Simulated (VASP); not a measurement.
# Mg5Cd3Te8 (P1) in VASP: relaxation of volume and atoms at fixed shape with PBEsol

Aim: the relaxation of volume and atoms at fixed shape of Mg5Cd3Te8 with PBEsol.

Everything below comes from runs of VASP 6.6.1. Logs are shortened: lines on timing, memory, paths and dates and some standing lists are left out, and cuts for length are marked.

## 1. The cell of the first run

The typed cell holds 64 atoms: a = 12.916 Å, b = 12.916 Å, c = 12.916 Å, α = 90.00°, β = 90.00°, γ = 90.00°.

## 2. Relaxation of volume and atoms at fixed shape, PBEsol

The input, INCAR:

```
SYSTEM = Mg5Cd3Te8
PREC = Accurate ; ENCUT = 500
EDIFF = 1E-7 ; ISMEAR = -1
SIGMA = 0.05 ; LREAL = Auto
LASPH = .TRUE. ; NELM = 120
ALGO = Normal ; ISIF = 8
LWAVE = .FALSE. ; LCHARG = .FALSE.
GGA = PS ; IBRION = 2
NSW = 100 ; EDIFFG = -0.03
ISYM = -1 ; GGA_COMPAT = .FALSE.
NELMIN = 4 ; KPAR = 1
```

The input, KPOINTS:

```
explicit points
1
Reciprocal
  0.25000000   0.25000000   0.25000000 1
```

The input, POSCAR:

```
Mg5Cd3Te8
1.0
   12.9159740000      0.0000000000      0.0000000000
    0.0000000000     12.9159740000      0.0000000000
    0.0000000000      0.0000000000     12.9159740000
Cd Mg Te
12 20 32
Direct
    0.9973540000      0.9985140000      0.9984470000
    0.0013780000      0.9976690000      0.5009460000
    0.5005330000      0.9977630000      0.0007560000
    0.2478070000      0.2512960000      0.0012440000
    0.2484700000      0.2533270000      0.5019600000
    0.7502960000      0.2488410000      0.9997090000
    0.7506640000      0.2529840000      0.4993960000
    0.7506600000      0.7475620000      0.0031340000
    0.2484780000      0.4978450000      0.2490240000
    0.9993830000      0.2501500000      0.2480570000
    0.9991730000      0.2514080000      0.7527800000
    0.0004250000      0.7503880000      0.2508170000
    0.0014050000      0.4984870000      0.9989970000
    0.9974220000      0.5027110000      0.4997310000
    0.4990640000      0.0028660000      0.4993250000
    0.4993510000      0.5002000000      0.9998090000
    0.4991990000      0.5013390000      0.5005090000
    0.2510370000      0.7500200000      0.9995450000
    0.2509720000      0.7500290000      0.4992340000
    0.7502200000      0.7494650000      0.5003820000
    0.2491730000      0.9993080000      0.2505630000
    0.2527310000      0.9985790000      0.7490700000
    0.2483080000      0.5017380000      0.7473870000
    0.7517190000      0.0001300000      0.2476970000
    0.7518120000      0.0033000000      0.7501710000
    0.7510690000      0.5028080000      0.2511530000
    0.7498670000      0.4989070000      0.7489710000
    0.0011530000      0.7515450000      0.7506240000
    0.5016130000      0.2488470000      0.2463250000
    0.4989810000      0.2479660000      0.7476040000
    0.4997410000      0.7498800000      0.2512010000
    0.4990970000      0.7465150000      0.7502330000
    0.1259290000      0.1252900000      0.1250990000
    0.1261740000      0.1258240000      0.6236350000
    0.1239780000      0.6245910000      0.1244520000
    0.1233080000      0.6244910000      0.6280220000
    0.6256710000      0.1254040000      0.1259080000
    0.6271660000      0.1255080000      0.6236190000
    0.6227800000      0.6233370000      0.1248690000
    0.6265910000      0.6221580000      0.6231310000
    0.3764670000      0.3764890000      0.1241580000
    0.3747350000      0.3748060000      0.6254480000
    0.3715190000      0.8749120000      0.1274860000
    0.3740170000      0.8753220000      0.6224730000
    0.8755370000      0.3742150000      0.1244300000
    0.8758660000      0.3737410000      0.6250240000
    0.8733630000      0.8763070000      0.1244470000
    0.8738350000      0.8739010000      0.6239810000
    0.3761090000      0.1248490000      0.3745710000
    0.3775730000      0.1237870000      0.8722990000
    0.3731550000      0.6247350000      0.3771070000
    0.3761830000      0.6245680000      0.8757520000
    0.8740500000      0.1261920000      0.3754440000
    0.8730200000      0.1246900000      0.8737030000
    0.8767230000      0.6272090000      0.3720890000
    0.8758960000      0.6258110000      0.8746960000
    0.1247450000      0.3750000000      0.3732420000
    0.1259760000      0.3767750000      0.8744130000
    0.1236280000      0.8763420000      0.3772310000
    0.1243410000      0.8770360000      0.8738990000
    0.6250450000      0.3721160000      0.3745870000
    0.6271090000      0.3744900000      0.8767500000
    0.6231870000      0.8769290000      0.3758810000
    0.6236450000      0.8736860000      0.8734500000
```

Potentials or basis: VASP PAW PBE potentials, release 64 (Cd, Mg, Te).

The run is started by

```
$ cat potpaw_PBE.64/Cd/POTCAR potpaw_PBE.64/Mg/POTCAR potpaw_PBE.64/Te/POTCAR > POTCAR
$ mpirun -np 4 vasp_std > vasp.out
```

OUTCAR:

```text
SYSTEM = Mg5Cd3Te8
   PREC = Accurate
   ENCUT = 500
   EDIFF = 1E-7
   ISMEAR = -1
   LREAL = Auto
   LASPH = .TRUE.
   NELM = 120
   ISIF = 8
   GGA = PS
   IBRION = 2
   NSW = 100
   EDIFFG = -0.03
   ISYM = -1
   NELMIN = 4

 ion  position               nearest neighbor table
   1  0.997  0.999  0.998-  47 2.78  60 2.78  54 2.80  33 2.85
   2  0.001  0.998  0.501-  59 2.74  48 2.79  34 2.80  53 2.84
   3  0.501  0.998  0.001-  64 2.79  50 2.82  37 2.82  43 2.82
   4  0.248  0.251  0.001-  33 2.77  58 2.79  41 2.81  50 2.88
   5  0.248  0.253  0.502-  42 2.77  34 2.77  57 2.79  49 2.86
   6  0.750  0.249  1.000-  62 2.77  54 2.78  37 2.79  45 2.80
[... 56 lines left out ...]
  63  0.623  0.877  0.376-  15 2.79  31 2.80  20 2.83  24 2.83
  64  0.624  0.874  0.873-   3 2.79  32 2.80  25 2.84   8 2.85

IMPORTANT INFORMATION: All symmetrisations will be switched off!
NOSYMM: (Re-)initialisation of all symmetry stuff for point group C_1.

----------------------------------------------------------------------------------------

                                     Primitive cell

  volume of cell :    2154.6736

  direct lattice vectors                    reciprocal lattice vectors
    12.915974000  0.000000000  0.000000000     0.077423507  0.000000000  0.000000000
     0.000000000 12.915974000  0.000000000     0.000000000  0.077423507  0.000000000
     0.000000000  0.000000000 12.915974000     0.000000000  0.000000000  0.077423507

  length of vectors
    12.915974000 12.915974000 12.915974000     0.077423507  0.077423507  0.077423507

  position of ions in fractional coordinates (direct lattice)
     0.997354000  0.998514000  0.998447000
     0.001378000  0.997669000  0.500946000
     0.500533000  0.997763000  0.000756000
     0.247807000  0.251296000  0.001244000
     0.248470000  0.253327000  0.501960000
     0.750296000  0.248841000  0.999709000
[... 56 lines left out ...]
     0.623187000  0.876929000  0.375881000
     0.623645000  0.873686000  0.873450000

  ion indices of the primitive-cell ions
   primitive index   ion index
                 1           1
                 2           2
                 3           3
                 4           4
                 5           5
                 6           6
[... 56 lines left out ...]
                63          63
                64          64

----------------------------------------------------------------------------------------

 KPOINTS: explicit points

Read explicit list of k-points.

 Found      1 k-points:

 Following reciprocal coordinates:
            Coordinates               Weight
  0.250000  0.250000  0.250000      1.000000
   k-points           NKPTS =      1   k-points in BZ     NKDIM =      1   number of bands    NBANDS=    228
   number of dos      NEDOS =    301   number of ions     NIONS =     64
   total plane-waves  NPLWV = 884736
   dimension x,y,z NGX =    96 NGY =   96 NGZ =   96
   dimension x,y,z NGXF=   192 NGYF=  192 NGZF=  192
   ions per type =              12  20  32
   NGX,Y,Z   is equivalent  to a cutoff of  12.36, 12.36, 12.36 a.u.
   NGXF,Y,Z  is equivalent  to a cutoff of  24.71, 24.71, 24.71 a.u.
 SYSTEM =  Mg5Cd3Te8
   PREC   = accura    normal or accurate (medium, high low for compatibility)
   ISTART =      0    job   : 0-new  1-cont  2-samecut
   ICHARG =      2    charge: 1-file 2-atom 10-const
   ISPIN  =      1    spin polarized calculation?
   LNONCOLLINEAR =      F non collinear calculations
   LSORBIT =      F    spin-orbit coupling
   LASPH  =      T    aspherical Exc in radial PAW
   ENCUT  =  500.0 eV  36.75 Ry    6.06 a.u.  23.55 23.55 23.55*2*pi/ulx,y,z
   NELM   =    120;   NELMIN=  4; NELMDL= -5     # of ELM steps
   EDIFF  = 0.1E-06   stopping-criterion for ELM
   LREAL  =      T    real-space projection
   EDIFFG = -.3E-01   stopping-criterion for IOM
   NSW    =    100    number of steps for IOM
   IBRION =      2    ionic relax: 0-MD 1-quasi-New 2-CG
   NFREE  =      1    steps in history (QN), initial steepest desc. (CG)
   ISIF   =      8    stress and relaxation
   ISYM   =     -1    0-nonsym 1-usesym 2-fastsym
   POTIM  = 0.5000    time-step for ionic-motion
   TEBEG  =    0.0;   TEEND  =   0.0 temperature during run
   PSTRESS=    0.0 pullay stress
   NELECT =     376.0000    total number of electrons
   NUPDOWN=      -1.0000    fix difference up-down
   EMIN   =  10.00;   EMAX   =-10.00  energy-range for DOS
   EFERMI =   0.00;   METHOD = LEGACY
   ISMEAR =    -1;   SIGMA  =   0.05  broadening in eV -4-tet -1-fermi 0-gaus
   EFERMI_NEDOS =   21; number of points for ismear=-14 and -15
   IALGO  =     38    algorithm
   IMIX   =      4    mixing-type and parameters
     AMIX     =   0.40;   BMIX     =  1.00
     AMIX_MAG =   1.60;   BMIX_MAG =  1.00
  volume/ion in A,a.u.               =      33.67       227.19
  Fermi-wavevector in a.u.,A,eV,Ry     =   0.914837  1.728791 11.387074  0.836926
  Thomas-Fermi vector in A             =   2.039509
   LORBIT       =      0    0 simple, 1 ext, 2 COOP (PROOUT), +10 PAW based schemes
   GGA     = PS    functional components
   LHFCALC =     F    Hartree Fock is set to
   AEXX    =    0.0000 exact exchange contribution
   IVDW    =     0    specifies the selected vdW correction
   LEPSILON=     F    determine dielectric tensor
   LRPA    =     F    only Hartree local field effects (RPA)
 conjugate gradient relaxation of ions
 non-spin polarized calculation
  energy-cutoff  :      500.00
  volume of cell :     2154.67
 maximum number of plane-waves:     54681
 NGX is ok and might be reduce to    96
   NGX = 47   NGY = 47   NGZ = 47

--------------------------------------- Ionic step        1  -------------------------------------------

 number of electron     376.0000010 magnetization

 Free energy of the ion-electron system (eV)
  ---------------------------------------------------
  ext. energy  EPLUGINS =         0.00000000
  ---------------------------------------------------
  free energy    TOTEN  =      -203.39925133 eV

  energy without entropy =     -203.39925133  energy(sigma->0) =     -203.39925133

------------------------ aborting loop because EDIFF is reached ----------------------------------------

  FORCE on cell =-STRESS in cart. coord.  units (eV):
  Direction    XX          YY          ZZ          XY          YZ          ZX
  --------------------------------------------------------------------------------------
  -------------------------------------------------------------------------------------
  Total        2.2406038      2.2431755      2.2113937     -2.1918646     -2.4309642     -2.3986773
  in kB        1.6660735      1.6679858      1.6443534     -1.6298319     -1.8076222     -1.7836142
  external PRESSURE =       1.6594709 kB  Pullay stress =       0.0000000 kB
[... 275 lines left out ...]
  FREE ENERGIE OF THE ION-ELECTRON SYSTEM (eV)
  ---------------------------------------------------
  free  energy   TOTEN  =      -203.5979385925 eV

  energy  without entropy=     -203.5979385921  energy(sigma->0) =     -203.59793859

[... ionic steps 4 to 9 ...]

--------------------------------------- Ionic step       10  -------------------------------------------

 number of electron     375.9999954 magnetization

------------------------ aborting loop because EDIFF is reached ----------------------------------------

  FORCE on cell =-STRESS in cart. coord.  units (eV):
  Direction    XX          YY          ZZ          XY          YZ          ZX
  --------------------------------------------------------------------------------------
  -------------------------------------------------------------------------------------
  Total        0.4626431      0.4570300      0.4205171     -2.1699122     -2.1999491     -2.1829635
  in kB        0.3435640      0.3393957      0.3122808     -1.6114016     -1.6337074     -1.6210936
  external PRESSURE =       0.3317468 kB  Pullay stress =       0.0000000 kB
[... 181 lines left out ...]
  energy  without entropy=     -203.6412700824  energy(sigma->0) =     -203.64127008

--------------------------------------- Ionic step       12  -------------------------------------------

 number of electron     375.9999950 magnetization

 Free energy of the ion-electron system (eV)
  ---------------------------------------------------
  ext. energy  EPLUGINS =         0.00000000
  ---------------------------------------------------
  free energy    TOTEN  =      -203.64266205 eV

  energy without entropy =     -203.64266205  energy(sigma->0) =     -203.64266205

 E-fermi :   3.0837     XC(G=0):  -8.3066

 val. band max:        1.8829606010   @ k =   0.2500   0.2500   0.2500
 cond. band min:       4.2789348587   @ k =   0.2500   0.2500   0.2500
 fundamental gap:      2.3959742578
 Fermi energy:         3.0837469210

 k-point     1 :       0.2500    0.2500    0.2500
  band No.  band energies     occupation
      1      -8.5961      2.00000
      2      -8.4635      2.00000
      3      -8.4412      2.00000
      4      -8.4200      2.00000
      5      -8.3464      2.00000
      6      -8.3283      2.00000
[... 192 lines left out ...]
    199       5.1404      0.00000
    200       5.1837      0.00000
 [bands above 200 left out]

------------------------ aborting loop because EDIFF is reached ----------------------------------------

  FORCE on cell =-STRESS in cart. coord.  units (eV):
  Direction    XX          YY          ZZ          XY          YZ          ZX
  --------------------------------------------------------------------------------------
  -------------------------------------------------------------------------------------
  Total       -0.4030521     -0.3940270     -0.4346201     -2.1845961     -2.2134541     -2.1651873
  in kB       -0.2988070     -0.2921161     -0.3222103     -1.6195739     -1.6409681     -1.6051850
  external PRESSURE =      -0.3043778 kB  Pullay stress =       0.0000000 kB
[... 79 lines left out ...]
  FREE ENERGIE OF THE ION-ELECTRON SYSTEM (eV)
  ---------------------------------------------------
  free  energy   TOTEN  =      -203.6426620460 eV

  energy  without entropy=     -203.6426620457  energy(sigma->0) =     -203.64266205

 reached required accuracy - stopping structural energy minimisation
```

Run time: 41 min. Hardware: 4 MPI ranks of Intel Xeon Platinum 8259CL at 2.50GHz (Skylake/Cascade Lake), shared host; peak memory 0.67 GiB.

Results:

```
Free energy                           : -203.6427 eV
Relaxed volume                        : 33.77 Å³/atom
Relaxed cell                          : a = 12.929 Å, b = 12.929 Å, c = 12.929 Å, α = 90.00°, β = 90.00°, γ = 90.00°
Space group after relaxing (to 0.1 Å) : P1 (No. 1)
Energy gained by relaxing             : 3.8 meV/atom
Ionic steps                           : 12
Pressure after relaxing               : 0.0 GPa
Largest force after relaxing          : 0.021 eV/Å
Band gap on the k mesh                : 2.40 eV
```

Forces on the atoms (eV/Å):
```
Cd  -0.003  0.005  0.003
Cd   0.004  0.001 -0.013
Cd   0.005  0.008  0.005
Cd   0.009  0.013  0.005
Cd   0.011 -0.001  0.000
Cd   0.002 -0.005 -0.008
Cd  -0.001 -0.013  0.008
Cd   0.005  0.010  0.002
Cd   0.014  0.014  0.006
Cd   0.008  0.001  0.014
Cd  -0.005  0.000  0.000
Cd  -0.008 -0.001  0.003
Mg   0.005  0.005  0.002
Mg   0.006 -0.009 -0.004
Mg   0.002 -0.009  0.009
Mg  -0.006  0.009 -0.003
Mg   0.000 -0.001 -0.001
Mg  -0.009 -0.005 -0.005
Mg  -0.009  0.005 -0.006
Mg   0.004 -0.005  0.000
Mg  -0.010 -0.008 -0.001
Mg  -0.019 -0.007  0.000
Mg   0.005 -0.006  0.013
Mg  -0.002 -0.005 -0.006
Mg   0.003  0.000  0.002
Mg  -0.007 -0.004 -0.010
Mg  -0.002 -0.001 -0.002
Mg  -0.005 -0.006 -0.004
Mg  -0.005  0.005  0.003
Mg   0.009  0.010  0.003
Mg  -0.001 -0.012 -0.016
Mg  -0.001  0.002 -0.006
Te  -0.007 -0.002 -0.003
Te  -0.008  0.004  0.005
Te   0.000  0.003  0.013
Te   0.015 -0.004 -0.012
Te   0.006  0.007 -0.002
Te   0.000 -0.001 -0.001
Te   0.001 -0.001 -0.010
Te  -0.009  0.009 -0.001
Te   0.002  0.001  0.007
Te  -0.004  0.010  0.005
Te   0.007  0.008 -0.011
Te   0.002  0.002  0.002
Te  -0.008 -0.008  0.004
Te   0.007 -0.006  0.001
Te   0.018 -0.001  0.001
Te  -0.001  0.010  0.002
Te  -0.006  0.000 -0.002
Te  -0.012  0.001  0.004
Te   0.003  0.002  0.001
Te  -0.004 -0.010 -0.005
Te  -0.008 -0.005  0.003
Te  -0.001  0.004  0.000
Te   0.004  0.000  0.000
Te  -0.005 -0.009 -0.004
Te   0.005  0.009  0.006
Te  -0.003 -0.010 -0.007
Te   0.001  0.001 -0.002
Te  -0.010 -0.005  0.005
Te   0.002 -0.002  0.009
Te  -0.005 -0.008  0.002
Te   0.007 -0.004 -0.001
Te   0.010  0.014  0.000
```

The path:
```csv
step,energy change (eV),largest force (eV/Å),pressure (GPa),volume (Å³)
1,0.0000,0.4748,0.17,2154.67
2,-0.1445,0.2615,-0.06,2165.57
3,-0.1987,0.1204,-0.28,2177.06
4,-0.2256,0.0792,0.06,2157.19
5,-0.2256,0.0789,0.06,2157.00
6,-0.2325,0.0539,0.03,2158.22
7,-0.2367,0.0606,-0.02,2160.88
8,-0.2371,0.0504,-0.01,2160.30
9,-0.2399,0.0360,0.00,2159.52
10,-0.2417,0.0370,0.03,2157.49
11,-0.2420,0.0311,0.02,2158.04
12,-0.2434,0.0206,-0.03,2161.13
```

Final structure:
```
Cd Mg Te
1.0
    12.92886    0.00000    0.00000
     0.00000   12.92886    0.00000
     0.00000    0.00000   12.92886
Cd Mg Te
12 20 32
Direct
  0.00026 0.99959 0.99888
  0.99961 0.00004 0.50167
  0.49991 0.99830 0.00012
  0.25128 0.25009 0.99964
  0.25083 0.25178 0.50030
  0.74960 0.25082 0.00036
  0.75011 0.25174 0.50000
  0.74926 0.74829 0.00017
  0.25046 0.50068 0.24976
  0.99978 0.25004 0.24938
  0.00099 0.25092 0.75076
  0.00122 0.75041 0.25021
  0.99937 0.49996 0.99936
  0.99927 0.50244 0.49982
  0.49946 0.00072 0.49932
  0.50003 0.50047 0.99848
  0.50032 0.49979 0.49965
  0.25066 0.75027 0.99927
  0.25002 0.74950 0.50119
  0.74878 0.75025 0.49938
  0.25040 0.00027 0.25050
  0.25179 0.99847 0.74936
  0.25002 0.50147 0.74882
  0.74878 0.99885 0.25054
  0.74869 0.99926 0.74881
  0.74956 0.50065 0.25014
  0.74951 0.50019 0.75001
  0.99968 0.75058 0.75032
  0.50004 0.24940 0.24967
  0.50049 0.24925 0.74943
  0.49967 0.75045 0.25080
  0.49962 0.74820 0.74854
  0.12613 0.12399 0.12511
  0.12694 0.12435 0.62616
  0.12497 0.62487 0.12208
  0.12415 0.62585 0.62538
  0.62485 0.12408 0.12641
  0.62400 0.12421 0.62479
  0.62259 0.62374 0.12633
  0.62541 0.62422 0.62425
  0.37764 0.37548 0.12478
  0.37682 0.37668 0.62661
  0.37332 0.87344 0.12650
  0.37618 0.87450 0.62407
  0.87477 0.37759 0.12497
  0.87553 0.37766 0.62506
  0.87349 0.87531 0.12535
  0.87313 0.87305 0.62575
  0.37560 0.12488 0.37396
  0.37562 0.12404 0.87258
  0.37582 0.62617 0.37673
  0.37492 0.62539 0.87440
  0.87360 0.12365 0.37405
  0.87311 0.12391 0.87318
  0.87321 0.62512 0.37517
  0.87573 0.62390 0.87351
  0.12353 0.37661 0.37572
  0.12622 0.37778 0.87523
  0.12717 0.87526 0.37601
  0.12662 0.87397 0.87317
  0.62354 0.37596 0.37307
  0.62370 0.37585 0.87325
  0.62388 0.87516 0.37545
  0.62421 0.87308 0.87237
```

Caveat: the PAW data sets were made with another functional, which shifts forces and pressure a little; spin-orbit coupling is left out, which moves the levels of the heavy elements; a shifted mesh leaves out Γ, where band edges can lie. A k mesh can miss the band edges.
